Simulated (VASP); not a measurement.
# TePb (Fm-3m) in VASP: notebook

Aim: see how the results for TePb move with the level of theory and the settings. Levels: PBE, RPBE+D3(BJ). Tasks: single point, relaxation of cell and atoms.

All numbers are computed with VASP 6.6.1; they aren't measurements. Logs are shortened: lines on timing, memory, paths and dates and some standing lists are left out, and cuts for length are marked.

### 1 The cell of the first run

Symmetry: Fm-3m, No. 225, cubic system. Conventional cell: a = 6.462 Å, b = 6.462 Å, c = 6.462 Å, α = 90.00°, β = 90.00°, γ = 90.00°. Pb (site symmetry m-3m) has 6 Te at 3.23 Å within 4.3 Å. Te (site symmetry m-3m) has 6 Pb at 3.23 Å within 4.3 Å.

### 2 Single point, PBE

Input file INCAR:

```
SYSTEM = TePb
ALGO = Normal ; EDIFF = 1E-6
ENCUT = 520 ; GGA = PE
ISIF = 2 ; ISMEAR = -1
LASPH = .True. ; LCHARG = .False.
LREAL = .False. ; LWAVE = .False.
NBANDS = 17 ; NELM = 100
PREC = Accurate ; SIGMA = 0.02
```

Input file KPOINTS:

```
k-points
0
Gamma
  4 4 4
  0 0 0
```

Input file POSCAR:

```
TePb
1.0
    0.0000000000      3.2310000000      3.2310000000
    3.2310000000      0.0000000000      3.2310000000
    3.2310000000      3.2310000000      0.0000000000
Pb Te
1 1
Direct
    0.0000000000      0.0000000000      0.0000000000
    0.5000000000      0.5000000000      0.5000000000
```

Potentials or basis: VASP PAW PBE potentials, release 64 (Pb_d, Te).

The run is started by

```
> cat potpaw_PBE.64/Pb_d/POTCAR potpaw_PBE.64/Te/POTCAR > POTCAR
> mpirun -np 1 vasp_std > vasp.out
```

OUTCAR:

```text
SYSTEM = TePb
   EDIFF = 1E-6
   ENCUT = 520
   GGA = PE
   ISIF = 2
   ISMEAR = -1
   LASPH = .True.
   LREAL = .False.
   NELM = 100
   PREC = Accurate

 ion  position               nearest neighbor table
   1  0.000  0.000  0.000-   2 3.23   2 3.23   2 3.23   2 3.23   2 3.23   2 3.23
   2  0.500  0.500  0.500-   1 3.23   1 3.23   1 3.23   1 3.23   1 3.23   1 3.23

  LATTYP: Found a face centered cubic cell.
 ALAT       =     6.4620000000

  Lattice vectors:

 A1 = (   0.0000000000,   3.2310000000,   3.2310000000)
 A2 = (   3.2310000000,   0.0000000000,   3.2310000000)
 A3 = (   3.2310000000,   3.2310000000,   0.0000000000)

Analysis of symmetry for initial positions (statically):
=====================================================================
 Subroutine PRICEL returns:
 Original cell was already a primitive cell.

 Routine SETGRP: Setting up the symmetry group for a
 face centered cubic supercell.

 Subroutine GETGRP returns: Found 48 space group operations
[... 9 lines left out ...]

 Routine SETGRP: Setting up the symmetry group for a
 face centered cubic supercell.

 Subroutine GETGRP returns: Found 48 space group operations
[... 11 lines left out ...]
                                     Primitive cell

  volume of cell :      67.4592

  direct lattice vectors                    reciprocal lattice vectors
     0.000000000  3.231000000  3.231000000    -0.154750851  0.154750851  0.154750851
     3.231000000  0.000000000  3.231000000     0.154750851 -0.154750851  0.154750851
     3.231000000  3.231000000  0.000000000     0.154750851  0.154750851 -0.154750851

  length of vectors
     4.569324020  4.569324020  4.569324020     0.268036337  0.268036337  0.268036337

  position of ions in fractional coordinates (direct lattice)
     0.000000000  0.000000000  0.000000000
     0.500000000  0.500000000  0.500000000

  ion indices of the primitive-cell ions
   primitive index   ion index
                 1           1
                 2           2

----------------------------------------------------------------------------------------

 KPOINTS: k-points

Automatic generation of k-mesh.
 Grid dimensions read from file:
 generate k-points for:    4    4    4

 Generating k-lattice:

  Cartesian coordinates                     Fractional coordinates (reciprocal lattice)
    -0.038687713  0.038687713  0.038687713     0.250000000  0.000000000  0.000000000
     0.038687713 -0.038687713  0.038687713     0.000000000  0.250000000  0.000000000
     0.038687713  0.038687713 -0.038687713     0.000000000  0.000000000  0.250000000

  Length of vectors
     0.067009084  0.067009084  0.067009084

  Shift w.r.t. Gamma in fractional coordinates (k-lattice)
     0.000000000  0.000000000  0.000000000

 Subroutine IBZKPT returns following result:
 ===========================================

 Found      8 irreducible k-points:

 Following reciprocal coordinates:
            Coordinates               Weight
  0.000000  0.000000  0.000000      1.000000
  0.250000  0.000000  0.000000      8.000000
  0.500000  0.000000  0.000000      4.000000
  0.250000  0.250000  0.000000      6.000000
  0.500000  0.250000  0.000000     24.000000
 -0.250000  0.250000  0.000000     12.000000
  0.500000  0.500000  0.000000      3.000000
 -0.250000  0.500000  0.250000      6.000000
   k-points           NKPTS =      8   k-points in BZ     NKDIM =      8   number of bands    NBANDS=     17
   number of dos      NEDOS =    301   number of ions     NIONS =      2
   total plane-waves  NPLWV =  46656
   dimension x,y,z NGX =    36 NGY =   36 NGZ =   36
   dimension x,y,z NGXF=    72 NGYF=   72 NGZF=   72
   ions per type =               1   1
   NGX,Y,Z   is equivalent  to a cutoff of  13.10, 13.10, 13.10 a.u.
   NGXF,Y,Z  is equivalent  to a cutoff of  26.20, 26.20, 26.20 a.u.
 SYSTEM =  TePb
   PREC   = accura    normal or accurate (medium, high low for compatibility)
   ISTART =      0    job   : 0-new  1-cont  2-samecut
   ICHARG =      2    charge: 1-file 2-atom 10-const
   ISPIN  =      1    spin polarized calculation?
   LNONCOLLINEAR =      F non collinear calculations
   LSORBIT =      F    spin-orbit coupling
   LASPH  =      T    aspherical Exc in radial PAW
   ENCUT  =  520.0 eV  38.22 Ry    6.18 a.u.   8.50  8.50  8.50*2*pi/ulx,y,z
   NELM   =    100;   NELMIN=  2; NELMDL= -5     # of ELM steps
   EDIFF  = 0.1E-05   stopping-criterion for ELM
   LREAL  =      F    real-space projection
   EDIFFG = 0.1E-04   stopping-criterion for IOM
   NSW    =      0    number of steps for IOM
   IBRION =     -1    ionic relax: 0-MD 1-quasi-New 2-CG
   NFREE  =      0    steps in history (QN), initial steepest desc. (CG)
   ISIF   =      2    stress and relaxation
   ISYM   =      2    0-nonsym 1-usesym 2-fastsym
   POTIM  = 0.5000    time-step for ionic-motion
   TEBEG  =    0.0;   TEEND  =   0.0 temperature during run
   PSTRESS=    0.0 pullay stress
   NELECT =      20.0000    total number of electrons
   NUPDOWN=      -1.0000    fix difference up-down
   EMIN   =  10.00;   EMAX   =-10.00  energy-range for DOS
   EFERMI =   0.00;   METHOD = LEGACY
   ISMEAR =    -1;   SIGMA  =   0.02  broadening in eV -4-tet -1-fermi 0-gaus
   EFERMI_NEDOS =   21; number of points for ismear=-14 and -15
   IALGO  =     38    algorithm
   IMIX   =      4    mixing-type and parameters
     AMIX     =   0.40;   BMIX     =  1.00
     AMIX_MAG =   1.60;   BMIX_MAG =  1.00
  volume/ion in A,a.u.               =      33.73       227.62
  Fermi-wavevector in a.u.,A,eV,Ry     =   1.091619  2.062861 16.213147  1.191633
  Thomas-Fermi vector in A             =   2.227868
   LORBIT       =      0    0 simple, 1 ext, 2 COOP (PROOUT), +10 PAW based schemes
   GGA     = PE    functional components
[... 5 lines left out ...]
 non-spin polarized calculation
  energy-cutoff  :      520.00
  volume of cell :       67.46
 maximum number of plane-waves:      1837
 NGX is ok and might be reduce to    36
   NGX = 17   NGY = 17   NGZ = 17

 number of electron      20.0000003 magnetization

 Free energy of the ion-electron system (eV)
  ---------------------------------------------------
  ext. energy  EPLUGINS =         0.00000000
  ---------------------------------------------------
  free energy    TOTEN  =        -7.49378455 eV

  energy without entropy =       -7.49378455  energy(sigma->0) =       -7.49378455

 E-fermi :   5.9896     XC(G=0):  -9.3041

 val. band max:        5.6221288716   @ k =   0.5000   0.0000   0.0000
 cond. band min:       6.3566359896   @ k =   0.5000   0.0000   0.0000
 fundamental gap:      0.7345071180
 Fermi energy:         5.9895920425

 k-point     1 :       0.0000    0.0000    0.0000
  band No.  band energies     occupation
      1     -11.1043      2.00000
      2     -11.1043      2.00000
      3     -11.0947      2.00000
      4     -11.0947      2.00000
      5     -11.0947      2.00000
      6      -6.3970      2.00000
[... 9 lines left out ...]
     16      11.4185      0.00000
     17      12.9808      0.00000

 k-point     2 :       0.2500    0.0000    0.0000
  band No.  band energies     occupation
      1     -11.1113      2.00000
      2     -11.1113      2.00000
      3     -11.0934      2.00000
      4     -11.0865      2.00000
      5     -11.0865      2.00000
      6      -5.8775      2.00000
[... 9 lines left out ...]
     16      12.5091      0.00000
     17      15.9150      0.00000

 k-point     3 :       0.5000    0.0000    0.0000
  band No.  band energies     occupation
      1     -11.1192      2.00000
      2     -11.1192      2.00000
      3     -11.0924      2.00000
      4     -11.0773      2.00000
      5     -11.0773      2.00000
      6      -4.9614      2.00000
[... 9 lines left out ...]
     16      14.8639      0.00000
     17      14.8642      0.00000

 k-point     4 :       0.2500    0.2500    0.0000
  band No.  band energies     occupation
      1     -11.1299      2.00000
      2     -11.0996      2.00000
      3     -11.0987      2.00000
      4     -11.0822      2.00000
      5     -11.0822      2.00000
      6      -5.7139      2.00000
[... 9 lines left out ...]
     16      14.0471      0.00000
     17      14.0829      0.00000

 k-point     5 :       0.5000    0.2500    0.0000
  band No.  band energies     occupation
      1     -11.1415      2.00000
      2     -11.1054      2.00000
      3     -11.0949      2.00000
      4     -11.0781      2.00000
      5     -11.0739      2.00000
      6      -4.8637      2.00000
[... 9 lines left out ...]
     16      15.2786      0.00000
     17      16.0808      0.00000

 k-point     6 :      -0.2500    0.2500    0.0000
  band No.  band energies     occupation
      1     -11.1234      2.00000
      2     -11.1149      2.00000
      3     -11.0881      2.00000
      4     -11.0825      2.00000
      5     -11.0813      2.00000
      6      -5.1443      2.00000
[... 9 lines left out ...]
     16      14.2101      0.00000
     17      15.0157      0.00000

 k-point     7 :       0.5000    0.5000    0.0000
  band No.  band energies     occupation
      1     -11.1663      2.00000
      2     -11.1045      2.00000
      3     -11.0931      2.00000
      4     -11.0687      2.00000
      5     -11.0687      2.00000
      6      -4.7135      2.00000
[... 9 lines left out ...]
     16      16.5626      0.00000
     17      16.6694      0.00000

 k-point     8 :      -0.2500    0.5000    0.2500
  band No.  band energies     occupation
      1     -11.1480      2.00000
      2     -11.1059      2.00000
      3     -11.0872      2.00000
      4     -11.0872      2.00000
      5     -11.0687      2.00000
      6      -4.5550      2.00000
[... 9 lines left out ...]
     16      16.6640      0.00000
     17      16.7090      0.00000

------------------------ aborting loop because EDIFF is reached ----------------------------------------

  FORCE on cell =-STRESS in cart. coord.  units (eV):
  Direction    XX          YY          ZZ          XY          YZ          ZX
  --------------------------------------------------------------------------------------
  -------------------------------------------------------------------------------------
  Total        0.8756144      0.8756144      0.8756144      0.0000000      0.0000000      0.0000000
  in kB       20.7961343     20.7961343     20.7961343      0.0000000      0.0000000      0.0000000
  external PRESSURE =      20.7961343 kB  Pullay stress =       0.0000000 kB

 VOLUME and BASIS-vectors are now :
 -----------------------------------------------------------------------------
  energy-cutoff  :      520.00
  volume of cell :       67.46
      direct lattice vectors                 reciprocal lattice vectors
     0.000000000  3.231000000  3.231000000    -0.154750851  0.154750851  0.154750851
     3.231000000  0.000000000  3.231000000     0.154750851 -0.154750851  0.154750851
     3.231000000  3.231000000  0.000000000     0.154750851  0.154750851 -0.154750851

 POSITION                                       TOTAL-FORCE (eV/Angst)
 -----------------------------------------------------------------------------------
      0.00000      0.00000      0.00000         0.000000     -0.000000      0.000000
      3.23100      3.23100      3.23100        -0.000000      0.000000     -0.000000
 -----------------------------------------------------------------------------------
    total drift:                               -0.000000      0.000000      0.000000

  FREE ENERGIE OF THE ION-ELECTRON SYSTEM (eV)
  ---------------------------------------------------
  free  energy   TOTEN  =        -7.4937845487 eV

  energy  without entropy=       -7.4937845477  energy(sigma->0) =       -7.49378455
```

Run time: 5.4 s. Hardware: 1 thread of AMD EPYC 9R45 (Zen 5), shared host; peak memory 0.17 GiB.

Results:

- Free energy: -7.4938 eV
- Pressure: 2.1 GPa
- Band gap on the k mesh: 0.73 eV, direct

Caveat: the k points lie up to 0.42 Å⁻¹ apart; spin-orbit coupling is left out, which moves the levels of the heavy elements.

### 3 Single point, RPBE+D3(BJ), non-collinear spin, typed start, spin-orbit coupling (volume scaled by 0.8)

Input file INCAR:

```
PREC     = Accurate       # precision mode
ENCUT    = 520            # plane-wave cutoff, eV
EDIFF    = 1E-7           # SCF threshold, eV
ISMEAR   = 0              # smearing method
SIGMA    = 0.05           # smearing width, eV
LREAL    = F              # projectors in reciprocal space
LASPH    = T              # aspherical terms in the spheres
NELM     = 150            # most SCF steps
ALGO     = Normal         # electronic algorithm
ISIF     = 2              # what is computed and relaxed
LWAVE    = F              # write WAVECAR
LCHARG   = F              # write CHGCAR
MAGMOM   = 0 0 0.5 0 0 0  # initial moments
LORBIT   = 11             # projections on sites
LSORBIT  = T              # spin-orbit coupling
GGA_COMPAT= F            
LORBMOM  = T            
GGA      = RP             # functional
IVDW     = 12             # dispersion correction
NBANDS   = 32             # bands
```

Input file KPOINTS:

```
Automatic mesh
0
Gamma
  5 5 5
```

Input file POSCAR:

```
TePb
1.0
    0.0000000000      2.9788351758      2.9788351648
    2.9788351758      0.0000000000      2.9788351648
    2.9788351758      2.9788351758      0.0000000000
Pb Te
1 1
Direct
    0.0000000000      0.0000000000      0.0000000000
    0.5000000000      0.5000000000      0.5000000000
```

Potentials or basis: VASP PAW PBE potentials, release 64 (Pb_d, Te).

The run is started by

```
> cat potpaw_PBE.64/Pb_d/POTCAR potpaw_PBE.64/Te/POTCAR > POTCAR
> mpirun -np 1 vasp_ncl > vasp.out
```

It took 40 s on 1 thread of AMD EPYC 9R45 (Zen 5), shared host; peak memory 0.31 GiB.

The run converged. Its results:

* Free energy: -11.6961 eV
* Pressure: 0.3 GPa
* Net moment: 0.00 μB per cell
* Valence electrons inside the program's atomic spheres: Pb 12.09; Te 3.50
* Dispersion energy per atom: -2.715 eV

Moments on the atoms (μB; x, y, z):
```
Pb  0.00 0.00 0.00
Te  0.00 0.00 0.00
```

Caveat: the k points lie up to 0.37 Å⁻¹ apart; the cell differs from its parent crystal (volume scaled by 0.8); this odd mesh misses L, where the gap lies, so gap, dielectric constants and Born charges aren't listed; the PAW data sets were made with another functional, which shifts forces and pressure a little.

### 4 Relaxation of cell and atoms, RPBE+D3(BJ), non-collinear spin, typed start, spin-orbit coupling (volume scaled by 0.8)

Input file INCAR:

```
SYSTEM = TePb
PREC = Accurate
ENCUT = 600
EDIFF = 1E-7
ISMEAR = 0
SIGMA = 0.05
LREAL = .False.
LASPH = .True.
NELM = 150
ALGO = Normal
ISIF = 3
LWAVE = .False.
LCHARG = .False.
LNONCOLLINEAR = .True.
MAGMOM = 0 0 0.5 0 0 0
LORBIT = 11
LSORBIT = .True.
GGA_COMPAT = .False.
LORBMOM = .True.
GGA = RP
IVDW = 12
IBRION = 2
NSW = 80
EDIFFG = -0.01
```

Input file KPOINTS:

```
regular mesh
0
Gamma
  5 5 5
  0 0 0
```

Input file POSCAR:

```
TePb
1.0
    0.0000000000      2.9993947043      2.9993947043
    2.9993947043      0.0000000000      2.9993947043
    2.9993947043      2.9993947043      0.0000000000
Pb Te
1 1
Direct
    0.0000000000      0.0000000000      0.0000000000
    0.5000000000      0.5000000000      0.5000000000
```

The run is started by

```
> cat potpaw_PBE.64/Pb_d/POTCAR potpaw_PBE.64/Te/POTCAR > POTCAR
> mpirun -np 1 vasp_ncl > vasp.out
```

It took 2.7 min on 1 thread of AMD EPYC 9R45 (Zen 5), shared host; peak memory 0.4 GiB.

Results (log left out):

```
Free energy                                           : -11.6968 eV
Relaxed volume                                        : 26.55 Å³/atom
Relaxed cell                                          : a = 4.219 Å, b = 4.219 Å, c = 4.219 Å, α = 60.00°, β = 60.00°, γ = 60.00°
Space group after relaxing (to 0.05 Å)                : Fm-3m (No. 225)
Energy gained by relaxing                             : 1.6 meV/atom
Ionic steps                                           : 3
Pressure after relaxing                               : 0.0 GPa
Net moment                                            : 0.00 μB per cell
Valence electrons inside the program's atomic spheres : Pb 12.09; Te 3.49
Dispersion energy per atom                            : -2.699 eV
```

Step by step:
```tsv
step	energy change (eV)	largest force (eV/Å)	pressure (GPa)	volume (Å³)
1	0.0000	0.0000	-1.17	53.97
2	-0.0011	0.0000	1.00	52.44
3	-0.0032	0.0000	0.01	53.11
```

Final structure:
```cif
data_structure
_symmetry_space_group_name_H-M 'P 1'
_symmetry_Int_Tables_number 1
_cell_length_a 4.2192
_cell_length_b 4.2192
_cell_length_c 4.2192
_cell_angle_alpha 60.000
_cell_angle_beta 60.000
_cell_angle_gamma 60.000
_cell_volume 53.11
loop_
_atom_site_label
_atom_site_type_symbol
_atom_site_fract_x
_atom_site_fract_y
_atom_site_fract_z
_atom_site_occupancy
Pb1 Pb 0.00000 0.00000 0.00000 1
Te1 Te 0.50000 0.50000 0.50000 1
```

Moments on the atoms (μB; x, y, z):
```
Pb  0.00 0.00 0.00
Te  0.00 0.00 0.00
```

Caveat: the k points lie up to 0.36 Å⁻¹ apart in the final cell; the cell differs from its parent crystal (volume scaled by 0.8); this odd mesh misses L, where the gap lies, so gap, dielectric constants and Born charges aren't listed; the PAW data sets were made with another functional, which shifts forces and pressure a little.

### 5 Summary

```tsv
task	level	spin	cell	k mesh	cutoff (eV)	smearing	pressure (GPa)	moment (μB)
single point	PBE	off	a = 4.569 Å, angles 60.0°, 2 atoms	4 × 4 × 4	520	fermi-dirac 0.02 eV	2.1	-
single point	RPBE+D3(BJ)	non-collinear, typed start, SOC	a = 4.213 Å, angles 60.0°, 2 atoms	5 × 5 × 5	520	gaussian 0.05 eV	0.3	0.00
relaxation of cell and atoms	RPBE+D3(BJ)	non-collinear, typed start, SOC	relaxed from a = 4.242 Å, angles 60.0°, 2 atoms	5 × 5 × 5	600	gaussian 0.05 eV	0.0	0.00
```

Alike in all rows: potentials or basis VASP PAW PBE potentials, release 64 (Pb_d, Te).

Caveats: all runs use coarse meshes; the PAW data sets were made with another functional, which shifts forces and pressure a little (some runs); spin-orbit coupling is left out, which moves the levels of the heavy elements (some runs).

Absolute energies hang on the potentials; compare differences alone.
